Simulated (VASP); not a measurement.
Here is a VASP 6.6.1 calculation.

INCAR

```
SYSTEM = Si16C17
PREC = Accurate
ENCUT = 520
EDIFF = 1E-6
ISMEAR = 0
SIGMA = 0.02
LREAL = Auto
LASPH = .True.
NELM = 80
ALGO = Normal
ISIF = 2
LWAVE = .False.
LCHARG = .True.
GGA = PE
LELF = .True.
LVHAR = .True.
NBANDS = 88
```

KPOINTS

```
Automatic mesh
0
Gamma
  2 2 2
  0.5 0.5 0.5
```

The input POSCAR:

```
Si16C17
1.0
    4.3797259441      4.3797259441      4.3797259441
   -4.3797259441      4.3797259441     -4.3797259441
   -4.3797259441     -4.3797259441      4.3797259441
Si C
16 17
Direct
    0.2505715001     -0.0034981641     -0.0019840282
    0.2390488614      0.7377048339      0.2319436223
    0.4952655777      0.7468523240     -0.0031572752
    0.2417130692      0.4884347850      0.4902360393
    0.5021968333      0.5003372421      0.2498972570
    0.7501596086      0.5102932303      0.0053898350
    0.2474360300      0.2496900523      0.7457831932
    0.4936255208      0.2470747060      0.4947355217
    0.7539279951      0.2557448832      0.2672366981
    0.0095493418      0.2461509039     -0.0007084918
    0.4319513422     -0.0627305232      0.6798000692
    0.7459981610     -0.0012382053      0.5016952038
   -0.0011545243     -0.0014193810      0.2489772223
    0.7479257930      0.7519850653      0.7508121608
   -0.0112402010      0.7453991509      0.4954848837
   -0.0024194436      0.4981195234      0.7492606939
    0.4990972102      0.2489151180      0.2473408185
    0.4819293552     -0.0128272866      0.4699685611
    0.7474303282     -0.0017662064      0.2480325285
    0.4864695936      0.7296447405      0.7399034874
    0.7461471429      0.7490622797      0.4999526290
   -0.0010521206      0.7513811462      0.2505107657
    0.4974046385      0.4974525867     -0.0022444327
    0.7456269049      0.4952924059      0.7491179909
    0.0009496028      0.5029708544      0.5054468084
    0.2577883901      0.5000486396      0.2491485801
    0.8039368319      0.3027671176      0.0588561940
    0.0014055674      0.2515698503      0.7474901493
    0.2453591877      0.2449317637      0.4955223290
    0.0050403839     -0.0040791365      0.0029949363
    0.2357727431     -0.0049710873      0.7424884665
    0.2452692277      0.7447746826     -0.0089245310
    0.7016529206      0.1136799440     -0.1332602787
```

Potentials or basis: VASP PAW PBE potentials, release 64 (Si, C).

Run with:

```bash
$ cat potpaw_PBE.64/Si/POTCAR potpaw_PBE.64/C/POTCAR > POTCAR
$ mpirun -np 1 vasp_std > vasp.out
```

Question: Estimate the pressure.

Answer: 6.8 GPa.

Question: Predict the largest force.

Answer: 0.227 eV/Å.

Forces on the atoms (eV/Å):
```
Si  -0.020 -0.040 -0.019
Si  -0.034 -0.010  0.050
Si   0.022 -0.018 -0.020
Si   0.056 -0.067  0.001
Si   0.005 -0.007  0.001
Si  -0.054  0.070 -0.021
Si   0.037 -0.001  0.037
Si   0.011 -0.029  0.033
Si  -0.001  0.013 -0.058
Si   0.007  0.025 -0.050
Si   0.002 -0.098  0.153
Si   0.025  0.030 -0.010
Si   0.008  0.001 -0.026
Si   0.026 -0.026 -0.029
Si   0.010  0.005  0.013
Si   0.005  0.013  0.005
C   -0.006 -0.035 -0.005
C   -0.031 -0.025  0.095
C    0.014  0.017 -0.046
C    0.094 -0.098 -0.024
C    0.021  0.020 -0.001
C   -0.031  0.034  0.006
C    0.000  0.002  0.008
C    0.005  0.027 -0.007
C    0.025 -0.011 -0.012
C    0.013 -0.020  0.015
C   -0.161  0.159 -0.026
C    0.027  0.021  0.007
C    0.038 -0.030  0.022
C   -0.014 -0.016 -0.066
C    0.028 -0.020  0.038
C   -0.030 -0.020  0.018
C   -0.096  0.135 -0.082
```
